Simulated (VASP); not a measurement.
# Al (Fm-3m) in VASP: notebook

The runs below take Al through single point, relaxation of cell and atoms, with PBE.

Program: VASP 6.6.1. These are calculated values, not measurements. Logs are shortened: lines on timing, memory, paths and dates and some standing lists are left out, and cuts for length are marked.

## (1) The cell of the first run

The structure is cubic, space group Fm-3m (No. 225). The conventional cell has a = 4.043 Å, b = 4.043 Å, c = 4.043 Å, α = 90.00°, β = 90.00°, γ = 90.00°. Al (site symmetry m-3m) has 12 Al at 2.86 Å within 3.8 Å.

## (2) Single point, PBE

The input, INCAR:

```
SYSTEM = Al
ALGO     = Normal         ! electronic algorithm
EDIFF    = 1E-7           ! SCF threshold, eV
ENCUT    = 520            ! plane-wave cutoff, eV
GGA      = PE             ! functional
ISIF     = 2              ! what is computed and relaxed
ISMEAR   = 1              ! smearing method
LASPH    = .True.         ! aspherical terms in the spheres
LCHARG   = .False.        ! write CHGCAR
LREAL    = .False.        ! projectors in reciprocal space
LWAVE    = .False.        ! write WAVECAR
NBANDS   = 8              ! bands
NELM     = 80             ! most SCF steps
PREC     = Accurate       ! precision mode
SIGMA    = 0.4            ! smearing width, eV
```

The input, KPOINTS:

```
k-points
0
Gamma
  8 8 8
  0 0 0
```

The input, POSCAR:

```
Al
1.0
    0.0000000000      2.0212864940      2.0212864940
    2.0212864940      0.0000000000      2.0212864940
    2.0212864940      2.0212864940      0.0000000000
Al
1
Direct
    0.0000000000      0.0000000000      0.0000000000
```

Potentials or basis: VASP PAW PBE potentials, release 64 (Al).

Command:

```console
$ cat potpaw_PBE.64/Al/POTCAR > POTCAR
$ mpirun -np 1 vasp_std > vasp.out
```

OUTCAR:

```text
SYSTEM = Al
   EDIFF = 1E-7
   ENCUT = 520
   GGA = PE
   ISIF = 2
   ISMEAR = 1
   LASPH = .True.
   LREAL = .False.
   NELM = 80
   PREC = Accurate

 ion  position               nearest neighbor table
   1  0.000  0.000  0.000-

  LATTYP: Found a face centered cubic cell.
 ALAT       =     4.0425729880

  Lattice vectors:

 A1 = (   0.0000000000,   2.0212864940,   2.0212864940)
 A2 = (   2.0212864940,   0.0000000000,   2.0212864940)
 A3 = (   2.0212864940,   2.0212864940,   0.0000000000)

Analysis of symmetry for initial positions (statically):
=====================================================================
 Subroutine PRICEL returns:
 Original cell was already a primitive cell.

 Routine SETGRP: Setting up the symmetry group for a
 face centered cubic supercell.

 Subroutine GETGRP returns: Found 48 space group operations
 (whereof 48 operations were pure point group operations)
 out of a pool of 48 trial point group operations.

The static configuration has the point symmetry O_h .

Analysis of symmetry for dynamics (positions and initial velocities):
=====================================================================
 Subroutine PRICEL returns:
 Original cell was already a primitive cell.

 Routine SETGRP: Setting up the symmetry group for a
 face centered cubic supercell.

 Subroutine GETGRP returns: Found 48 space group operations
 (whereof 48 operations were pure point group operations)
 out of a pool of 48 trial point group operations.

The dynamic configuration has the point symmetry O_h .

 Subroutine INISYM returns: Found 48 space group operations
 (whereof 48 operations are pure point group operations),
 and found     1 'primitive' translations

----------------------------------------------------------------------------------------

                                     Primitive cell

  volume of cell :      16.5163

  direct lattice vectors                    reciprocal lattice vectors
     0.000000000  2.021286494  2.021286494    -0.247367210  0.247367210  0.247367210
     2.021286494  0.000000000  2.021286494     0.247367210 -0.247367210  0.247367210
     2.021286494  2.021286494  0.000000000     0.247367210  0.247367210 -0.247367210

  length of vectors
     2.858530773  2.858530773  2.858530773     0.428452575  0.428452575  0.428452575

  position of ions in fractional coordinates (direct lattice)
     0.000000000  0.000000000  0.000000000

  ion indices of the primitive-cell ions
   primitive index   ion index
                 1           1
[... 70 lines left out ...]
   ENCUT  =  520.0 eV  38.22 Ry    6.18 a.u.   5.31  5.31  5.31*2*pi/ulx,y,z
   NELM   =     80;   NELMIN=  2; NELMDL= -5     # of ELM steps
   EDIFF  = 0.1E-06   stopping-criterion for ELM
   LREAL  =      F    real-space projection
   EDIFFG = 0.1E-05   stopping-criterion for IOM
   NSW    =      0    number of steps for IOM
   IBRION =     -1    ionic relax: 0-MD 1-quasi-New 2-CG
   NFREE  =      0    steps in history (QN), initial steepest desc. (CG)
   ISIF   =      2    stress and relaxation
   ISYM   =      2    0-nonsym 1-usesym 2-fastsym
   POTIM  = 0.5000    time-step for ionic-motion
   TEBEG  =    0.0;   TEEND  =   0.0 temperature during run
   PSTRESS=    0.0 pullay stress
   NELECT =       3.0000    total number of electrons
   NUPDOWN=      -1.0000    fix difference up-down
   EMIN   =  10.00;   EMAX   =-10.00  energy-range for DOS
   EFERMI =   0.00;   METHOD = LEGACY
   ISMEAR =     1;   SIGMA  =   0.40  broadening in eV -4-tet -1-fermi 0-gaus
   EFERMI_NEDOS =   21; number of points for ismear=-14 and -15
   IALGO  =     38    algorithm
   IMIX   =      4    mixing-type and parameters
     AMIX     =   0.40;   BMIX     =  1.00
     AMIX_MAG =   1.60;   BMIX_MAG =  1.00
  volume/ion in A,a.u.               =      16.52       111.46
  Fermi-wavevector in a.u.,A,eV,Ry     =   0.927137  1.752035 11.695344  0.859584
  Thomas-Fermi vector in A             =   2.053175
   LORBIT       =      0    0 simple, 1 ext, 2 COOP (PROOUT), +10 PAW based schemes
   GGA     = PE    functional components
   LHFCALC =     F    Hartree Fock is set to
   AEXX    =    0.0000 exact exchange contribution
   IVDW    =     0    specifies the selected vdW correction
   LEPSILON=     F    determine dielectric tensor
   LRPA    =     F    only Hartree local field effects (RPA)
 non-spin polarized calculation
 Methfessel and Paxton  Order N= 1 SIGMA  =   0.40
  energy-cutoff  :      520.00
  volume of cell :       16.52
 maximum number of plane-waves:       459
 NGX is ok and might be reduce to    24
   NGX = 11   NGY = 11   NGZ = 11

 number of electron       3.0000000 magnetization

 Free energy of the ion-electron system (eV)
  ---------------------------------------------------
  ext. energy  EPLUGINS =         0.00000000
  ---------------------------------------------------
  free energy    TOTEN  =        -3.74024435 eV

  energy without entropy =       -3.74040679  energy(sigma->0) =       -3.74029850

 E-fermi :   7.9432     XC(G=0): -10.1920

 val. band max:        7.6669403871   @ k =  -0.2500   0.3750   0.1250
 cond. band min:       8.1262738930   @ k =   0.5000   0.2500   0.1250
 fundamental gap:      0.4593335059
 Fermi energy:         7.9431761831

 k-point     1 :       0.0000    0.0000    0.0000
  band No.  band energies     occupation
      1      -3.1367      2.00000
      2      20.6050      0.00000
      3      20.6050      0.00000
      4      20.6050      0.00000
      5      22.0898      0.00000
      6      22.0898      0.00000
      7      22.0898      0.00000
      8      24.4509      0.00000
[... 243 lines left out ...]
 k-point    24 :      -0.3750    0.2500    0.1250
  band No.  band energies     occupation
      1       4.4474      2.00000
      2       4.7053      2.00000
      3      12.9594     -0.00000
      4      13.4398     -0.00000
      5      21.2846      0.00000
      6      21.7119      0.00000
      7      28.2912      0.00000
      8      28.5926      0.00000

 [... further k-points ...]
[... 5 lines left out ...]
  --------------------------------------------------------------------------------------
  -------------------------------------------------------------------------------------
  Total       -0.0047173     -0.0047173     -0.0047173      0.0000000      0.0000000      0.0000000
  in kB       -0.4576041     -0.4576041     -0.4576041      0.0000000      0.0000000      0.0000000
  external PRESSURE =      -0.4576041 kB  Pullay stress =       0.0000000 kB

 VOLUME and BASIS-vectors are now :
 -----------------------------------------------------------------------------
  energy-cutoff  :      520.00
  volume of cell :       16.52
      direct lattice vectors                 reciprocal lattice vectors
     0.000000000  2.021286494  2.021286494    -0.247367210  0.247367210  0.247367210
     2.021286494  0.000000000  2.021286494     0.247367210 -0.247367210  0.247367210
     2.021286494  2.021286494  0.000000000     0.247367210  0.247367210 -0.247367210

 POSITION                                       TOTAL-FORCE (eV/Angst)
 -----------------------------------------------------------------------------------
      0.00000      0.00000      0.00000        -0.000000      0.000000      0.000000
 -----------------------------------------------------------------------------------
    total drift:                               -0.000000     -0.000000      0.000000

  FREE ENERGIE OF THE ION-ELECTRON SYSTEM (eV)
  ---------------------------------------------------
  free  energy   TOTEN  =        -3.7402443488 eV

  energy  without entropy=       -3.7404067889  energy(sigma->0) =       -3.74029850
```

Run time: 2.8 s. Hardware: 1 thread of Intel Xeon 6975P-C, shared host; peak memory 0.13 GiB.

Results:

- Free energy: -3.7402 eV
- Pressure: 0.0 GPa

Levels at points of the mesh, in eV from the Fermi level:
```csv
k point,band 1,band 2,band 3,band 4,band 5
"(0.00, 0.00, 0.00)",-11.08,12.66,12.66,12.66,14.15
"(0.50, 0.00, 0.00)",-4.54,-4.33,11.45,11.45,11.50
"(0.50, 0.50, 0.00)",-2.87,-1.55,5.31,5.64,5.64
```

## (3) Relaxation of cell and atoms, PBE

This run uses another cell than the first one, of 16.61 Å³/atom, 1.006 times its volume.

The input, INCAR:

```
SYSTEM = Al
PREC = Accurate
ENCUT = 600
EDIFF = 1E-6
ISMEAR = 1
SIGMA = 0.4
LREAL = .False.
LASPH = .True.
NELM = 80
ALGO = Normal
ISIF = 3
LWAVE = .False.
LCHARG = .False.
GGA = PE
IBRION = 2
NSW = 60
EDIFFG = -0.005
```

The input, KPOINTS:

```
Automatic mesh
0
Gamma
  8 8 8
  0 0 0
```

The input, POSCAR:

```
Al
1.0
    0.0000000000      2.0250000000      2.0250000000
    2.0250000000      0.0000000000      2.0250000000
    2.0250000000      2.0250000000      0.0000000000
Al
1
Direct
    0.0000000000      0.0000000000      0.0000000000
```

Potentials or basis: VASP PAW PBE potentials, release 64 (Al).

Command:

```console
$ cat potpaw_PBE.64/Al/POTCAR > POTCAR
$ mpirun -np 1 vasp_std > vasp.out
```

Run time: 2.8 s. Hardware: 1 thread of Intel Xeon 6975P-C, shared host; peak memory 0.13 GiB.

It converged, with:

- Free energy: -3.7403 eV
- Relaxed volume: 16.51 Å³/atom
- Relaxed cell: a = 2.858 Å, b = 2.858 Å, c = 2.858 Å, α = 60.00°, β = 60.00°, γ = 60.00°
- Space group after relaxing (to 0.05 Å): Fm-3m (No. 225)
- Energy gained by relaxing: 0.2 meV/atom
- Ionic steps: 3
- Pressure after relaxing: 0.0 GPa

Step by step:
| step | energy change (eV) | largest force (eV/Å) | pressure (GPa) | volume (Å³) |
| --- | --- | --- | --- | --- |
| 1 | 0.0000 | 0.0000 | -0.48 | 16.61 |
| 2 | -0.0001 | 0.0000 | 0.09 | 16.49 |
| 3 | -0.0002 | 0.0000 | 0.01 | 16.51 |

Final structure:
```xyz
1
Lattice="0.0000 2.0209 2.0209 2.0209 0.0000 2.0209 2.0209 2.0209 0.0000" Properties=species:S:1:pos:R:3 pbc="T T T"
Al    0.0000    0.0000    0.0000
```

Levels at points of the mesh, in eV from the Fermi level:
| k point | band 1 | band 2 | band 3 | band 4 |
| --- | --- | --- | --- | --- |
| (0.00, 0.00, 0.00) | -11.08 | 12.66 | 12.66 | 12.66 |
| (0.50, 0.00, 0.00) | -4.54 | -4.33 | 11.45 | 11.45 |
| (0.50, 0.50, 0.00) | -2.87 | -1.55 | 5.31 | 5.64 |
